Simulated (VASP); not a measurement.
# MoS2 (R-3m) in VASP: settings compared

MoS2 is run at these levels: BLYP, PBEsol, LDA; tasks: single point.

Program: VASP 6.6.1. These are calculated values, not measurements. Logs are shortened: lines on timing, memory, paths and dates and some standing lists are left out, and cuts for length are marked.

### 1 The cell of the first run

The structure is trigonal, space group R-3m (No. 166). Conventional cell: a = 3.171 Å, b = 3.171 Å, c = 18.345 Å, α = 90.00°, β = 90.00°, γ = 120.00°. Mo (site symmetry -3m) has 6 S at 2.39 Å and 6 Mo at 3.17 Å within 3.2 Å. S (site symmetry 3m) has 3 Mo at 2.39 Å and 6 S at 3.17 Å within 3.2 Å.

### 2 Single point, BLYP

The input, INCAR:

```
PREC = Accurate ; ENCUT = 520
EDIFF = 1E-6 ; ISMEAR = -1
SIGMA = 0.1 ; LREAL = False
LASPH = True ; NELM = 100
ALGO = Normal ; ISIF = 2
LWAVE = False ; LCHARG = True
GGA = B5 ; ALDAX = 1.0
AGGAX = 1.0 ; AGGAC = 1.0
ALDAC = 0.0 ; LELF = True
LVHAR = True ; NBANDS = 20
```

The input, KPOINTS:

```
regular mesh
0
Gamma
  11 11 11
```

The input, POSCAR:

```
MoS2
1.0
    6.3831760000      0.0000000000      0.0000000000
    5.5955395603      3.0716238175      0.0000000000
    5.5955395603      1.4348276740      2.7159054516
Mo S
1 2
Direct
    0.0000000000      0.0000000000      0.0000000000
    0.7500000000      0.7500000000      0.7500000000
    0.2500000000      0.2500000000      0.2500000000
```

Potentials or basis: VASP PAW PBE potentials, release 64 (Mo_sv, S).

Command:

```console
cat potpaw_PBE.64/Mo_sv/POTCAR potpaw_PBE.64/S/POTCAR > POTCAR
mpirun -np 1 vasp_std > vasp.out
```

OUTCAR:

```text
PREC = Accurate
   ENCUT = 520
   EDIFF = 1E-6
   ISMEAR = -1
   LREAL = False
   LASPH = True
   NELM = 100
   ISIF = 2
   GGA = B5

 ion  position               nearest neighbor table
   1  0.000  0.000  0.000-   2 2.39   3 2.39   3 2.39   2 2.39   3 2.39   2 2.39
   2  0.750  0.750  0.750-   1 2.39   1 2.39   1 2.39
   3  0.250  0.250  0.250-   1 2.39   1 2.39   1 2.39

  LATTYP: Found a trigonal (rhomboedric) cell.
 ALAT       =     6.3831760000
 COS(alpha) =     0.8766074381

  Lattice vectors:

 A1 = (   6.3831760000,   0.0000000000,   0.0000000000)
 A2 = (   5.5955395603,   3.0716238175,   0.0000000000)
 A3 = (   5.5955395603,   1.4348276740,   2.7159054516)

Analysis of symmetry for initial positions (statically):
=====================================================================
 Subroutine PRICEL returns:
 Original cell was already a primitive cell.

 Routine SETGRP: Setting up the symmetry group for a
 trigonal (rhombohedral) supercell.

 Subroutine GETGRP returns: Found 12 space group operations
 (whereof 12 operations were pure point group operations)
 out of a pool of 12 trial point group operations.

The static configuration has the point symmetry D_3d.

Analysis of symmetry for dynamics (positions and initial velocities):
=====================================================================
 Subroutine PRICEL returns:
 Original cell was already a primitive cell.

 Routine SETGRP: Setting up the symmetry group for a
 trigonal (rhombohedral) supercell.

 Subroutine GETGRP returns: Found 12 space group operations
 (whereof 12 operations were pure point group operations)
 out of a pool of 12 trial point group operations.

The dynamic configuration has the point symmetry D_3d.

 Subroutine INISYM returns: Found 12 space group operations
 (whereof 12 operations are pure point group operations),
 and found     1 'primitive' translations

----------------------------------------------------------------------------------------

                                     Primitive cell

  volume of cell :      53.2500

  direct lattice vectors                    reciprocal lattice vectors
     6.383176000  0.000000000  0.000000000     0.156661825 -0.285388931 -0.171995495
     5.595539560  3.071623817  0.000000000     0.000000000  0.325560700 -0.171995495
     5.595539560  1.434827674  2.715905452     0.000000000  0.000000000  0.368201330

  length of vectors
     6.383176000  6.383176000  6.383176000     0.368201330  0.368201330  0.368201330

  position of ions in fractional coordinates (direct lattice)
     0.000000000  0.000000000  0.000000000
     0.750000000  0.750000000  0.750000000
     0.250000000  0.250000000  0.250000000

  ion indices of the primitive-cell ions
   primitive index   ion index
                 1           1
                 2           2
                 3           3

----------------------------------------------------------------------------------------

 KPOINTS: regular mesh

Automatic generation of k-mesh.
 Grid dimensions read from file:
 generate k-points for:   11   11   11

 Generating k-lattice:

  Cartesian coordinates                     Fractional coordinates (reciprocal lattice)
     0.014241984 -0.025944448 -0.015635954     0.090909091  0.000000000  0.000000000
     0.000000000  0.029596427 -0.015635954     0.000000000  0.090909091  0.000000000
     0.000000000  0.000000000  0.033472848     0.000000000  0.000000000  0.090909091

  Length of vectors
     0.033472848  0.033472848  0.033472848

  Shift w.r.t. Gamma in fractional coordinates (k-lattice)
     0.000000000  0.000000000  0.000000000

 Subroutine IBZKPT returns following result:
 ===========================================

 Found    146 irreducible k-points:

 Following reciprocal coordinates:
            Coordinates               Weight
  0.000000  0.000000  0.000000      1.000000
  0.090909  0.000000  0.000000      6.000000
  0.181818  0.000000 -0.000000      6.000000
  0.272727  0.000000  0.000000      6.000000
  0.363636  0.000000  0.000000      6.000000
  0.454545  0.000000 -0.000000      6.000000
[... 16 lines left out ...]
 -0.272727  0.181818 -0.000000     12.000000
 -0.181818  0.181818  0.000000      6.000000
 [... further k-points ...]
   k-points           NKPTS =    146   k-points in BZ     NKDIM =    146   number of bands    NBANDS=     20
   number of dos      NEDOS =    301   number of ions     NIONS =      3
   total plane-waves  NPLWV = 110592
   dimension x,y,z NGX =    48 NGY =   48 NGZ =   48
   dimension x,y,z NGXF=    96 NGYF=   96 NGZF=   96
   ions per type =               1   2
   NGX,Y,Z   is equivalent  to a cutoff of  12.50, 12.50, 12.50 a.u.
   NGXF,Y,Z  is equivalent  to a cutoff of  25.00, 25.00, 25.00 a.u.
 SYSTEM =  unknown system
   PREC   = accura    normal or accurate (medium, high low for compatibility)
   ISTART =      0    job   : 0-new  1-cont  2-samecut
   ICHARG =      2    charge: 1-file 2-atom 10-const
   ISPIN  =      1    spin polarized calculation?
   LNONCOLLINEAR =      F non collinear calculations
   LSORBIT =      F    spin-orbit coupling
   LASPH  =      T    aspherical Exc in radial PAW
   ENCUT  =  520.0 eV  38.22 Ry    6.18 a.u.  11.87 11.87 11.87*2*pi/ulx,y,z
   NELM   =    100;   NELMIN=  2; NELMDL= -5     # of ELM steps
   EDIFF  = 0.1E-05   stopping-criterion for ELM
   LREAL  =      F    real-space projection
   EDIFFG = 0.1E-04   stopping-criterion for IOM
   NSW    =      0    number of steps for IOM
   IBRION =     -1    ionic relax: 0-MD 1-quasi-New 2-CG
   NFREE  =      0    steps in history (QN), initial steepest desc. (CG)
   ISIF   =      2    stress and relaxation
   ISYM   =      2    0-nonsym 1-usesym 2-fastsym
   POTIM  = 0.5000    time-step for ionic-motion
   TEBEG  =    0.0;   TEEND  =   0.0 temperature during run
   PSTRESS=    0.0 pullay stress
   NELECT =      26.0000    total number of electrons
   NUPDOWN=      -1.0000    fix difference up-down
   EMIN   =  10.00;   EMAX   =-10.00  energy-range for DOS
   EFERMI =   0.00;   METHOD = LEGACY
   ISMEAR =    -1;   SIGMA  =   0.10  broadening in eV -4-tet -1-fermi 0-gaus
   EFERMI_NEDOS =   21; number of points for ismear=-14 and -15
   IALGO  =     38    algorithm
   IMIX   =      4    mixing-type and parameters
     AMIX     =   0.40;   BMIX     =  1.00
     AMIX_MAG =   1.60;   BMIX_MAG =  1.00
  volume/ion in A,a.u.               =      17.75       119.78
  Fermi-wavevector in a.u.,A,eV,Ry     =   1.289118  2.436080 22.610516  1.661826
  Thomas-Fermi vector in A             =   2.421031
   LORBIT       =      0    0 simple, 1 ext, 2 COOP (PROOUT), +10 PAW based schemes
   GGA     = B5    functional components
   LHFCALC =     F    Hartree Fock is set to
   AEXX    =    0.0000 exact exchange contribution
   IVDW    =     0    specifies the selected vdW correction
   LEPSILON=     F    determine dielectric tensor
   LRPA    =     F    only Hartree local field effects (RPA)
 non-spin polarized calculation
  energy-cutoff  :      520.00
  volume of cell :       53.25
 maximum number of plane-waves:      1452
   NGX = 23   NGY = 23   NGZ = 23

 number of electron      25.9999998 magnetization

 Free energy of the ion-electron system (eV)
  ---------------------------------------------------
  ext. energy  EPLUGINS =         0.00000000
  ---------------------------------------------------
  free energy    TOTEN  =       -18.32255388 eV

  energy without entropy =      -18.27992673  energy(sigma->0) =      -18.30124031

 E-fermi :   8.1800     XC(G=0): -10.2390

 val. band max:        8.1599157436   @ k =   0.0909   0.0909   0.0000
 cond. band min:       8.1830275097   @ k =  -0.3636   0.3636   0.0000
 fundamental gap:      0.0231117661
 Fermi energy:         8.1799576015

 k-point     1 :       0.0000    0.0000    0.0000
  band No.  band energies     occupation
      1     -53.4419      2.00000
      2     -27.6331      2.00000
      3     -27.5574      2.00000
      4     -27.5574      2.00000
      5      -6.9274      2.00000
      6      -5.3332      2.00000
[... 12 lines left out ...]
     19      15.1322      0.00000
     20      17.9063      0.00000

 k-point     2 :       0.0909    0.0000    0.0000
  band No.  band energies     occupation
      1     -53.4387      2.00000
      2     -27.6268      2.00000
      3     -27.5893      2.00000
      4     -27.5647      2.00000
      5      -6.7936      2.00000
      6      -5.3133      2.00000
[... 12 lines left out ...]
     19      15.5759      0.00000
     20      17.4906      0.00000

 k-point     3 :       0.1818    0.0000   -0.0000
  band No.  band energies     occupation
      1     -53.4301      2.00000
      2     -27.6742      2.00000
      3     -27.6095      2.00000
      4     -27.5841      2.00000
      5      -6.4184      2.00000
      6      -5.2523      2.00000
[... 12 lines left out ...]
     19      16.2475      0.00000
     20      17.5456      0.00000

 k-point     4 :       0.2727    0.0000    0.0000
  band No.  band energies     occupation
      1     -53.4188      2.00000
      2     -27.7835      2.00000
      3     -27.6094      2.00000
      4     -27.5869      2.00000
      5      -5.9003      2.00000
      6      -5.1289      2.00000
[... 12 lines left out ...]
     19      16.1723      0.00000
     20      17.5333      0.00000

 k-point     5 :       0.3636    0.0000    0.0000
  band No.  band energies     occupation
      1     -53.4084      2.00000
      2     -27.8824      2.00000
      3     -27.6325      2.00000
      4     -27.5661      2.00000
      5      -5.4952      2.00000
      6      -4.8330      2.00000
[... 12 lines left out ...]
     19      15.6994      0.00000
     20      16.6036      0.00000
[... 353 lines left out ...]
      6      -4.5308      2.00000
[... 12 lines left out ...]
     19      16.0173      0.00000
     20      16.9550      0.00000

 k-point    22 :      -0.3636    0.1818    0.0000
  band No.  band energies     occupation
      1     -53.3993      2.00000
      2     -27.9046      2.00000
      3     -27.7174      2.00000
      4     -27.5481      2.00000
      5      -5.0863      2.00000
      6      -4.5628      2.00000
[... 12 lines left out ...]
     19      16.0645      0.00000
     20      17.0703      0.00000

 k-point    23 :      -0.2727    0.1818   -0.0000
  band No.  band energies     occupation
      1     -53.4045      2.00000
      2     -27.8705      2.00000
      3     -27.6906      2.00000
      4     -27.5585      2.00000
      5      -5.1694      2.00000
      6      -4.9105      2.00000
[... 12 lines left out ...]
     19      16.3444      0.00000
     20      16.8480      0.00000

 k-point    24 :      -0.1818    0.1818    0.0000
  band No.  band energies     occupation
      1     -53.4133      2.00000
      2     -27.8100      2.00000
      3     -27.6483      2.00000
      4     -27.5758      2.00000
      5      -5.5916      2.00000
      6      -5.1034      2.00000
[... 12 lines left out ...]
     19      16.9274      0.00000
     20      17.0339      0.00000

 [... further k-points ...]
[... 5 lines left out ...]
  --------------------------------------------------------------------------------------
  -------------------------------------------------------------------------------------
  Total        5.3787934      5.1258667      5.1145311      0.0694210      0.0107282      0.0418380
  in kB      161.8363059    154.2262855    153.8852225      2.0887279      0.3227896      1.2588148
  external PRESSURE =     156.6492713 kB  Pullay stress =       0.0000000 kB

 VOLUME and BASIS-vectors are now :
 -----------------------------------------------------------------------------
  energy-cutoff  :      520.00
  volume of cell :       53.25
      direct lattice vectors                 reciprocal lattice vectors
     6.383176000  0.000000000  0.000000000     0.156661825 -0.285388931 -0.171995495
     5.595539560  3.071623817  0.000000000     0.000000000  0.325560700 -0.171995495
     5.595539560  1.434827674  2.715905452     0.000000000  0.000000000  0.368201330

 POSITION                                       TOTAL-FORCE (eV/Angst)
 -----------------------------------------------------------------------------------
      0.00000      0.00000      0.00000         0.000000      0.000000      0.000000
     13.18069      3.37984      2.03693         1.308906      0.335634      0.202277
      4.39356      1.12661      0.67898        -1.308906     -0.335634     -0.202277
 -----------------------------------------------------------------------------------
    total drift:                                0.000000      0.000000      0.000000

  FREE ENERGIE OF THE ION-ELECTRON SYSTEM (eV)
  ---------------------------------------------------
  free  energy   TOTEN  =       -18.3225538837 eV

  energy  without entropy=      -18.2799267300  energy(sigma->0) =      -18.30124031
```

Run time: 4.5 min. Hardware: 1 thread of Intel Xeon Platinum 8488C (Sapphire Rapids), shared host; peak memory 0.4 GiB.

Results:

```
Free energy            : -18.3226 eV
Pressure               : 15.7 GPa
Largest force          : 1.366 eV/Å
Band gap on the k mesh : zero (bands 13 and 14 overlap by 0.59 eV)
```

Forces in eV/Å, atoms in the order of the input:
```
Mo   0.000  0.000  0.000
S    1.309  0.336  0.202
S   -1.309 -0.336 -0.202
```

Levels at points of the mesh, in eV from the Fermi level:
| k point | band 9 | band 10 | band 11 | band 12 | band 13 | band 14 | band 15 | band 16 | band 17 | band 18 |
| --- | --- | --- | --- | --- | --- | --- | --- | --- | --- | --- |
| (0.00, 0.00, 0.00) | -4.18 | -1.77 | -1.19 | -1.02 | -1.02 | -0.28 | -0.28 | 3.36 | 3.36 | 6.41 |

Caveat: the cell stands under pressure; the PAW data sets were made with another functional, which shifts forces and pressure a little.

(Part 1 of 2 ends here.)

The gap in the log of VASP goes by the Fermi energy; the results here count the filled bands.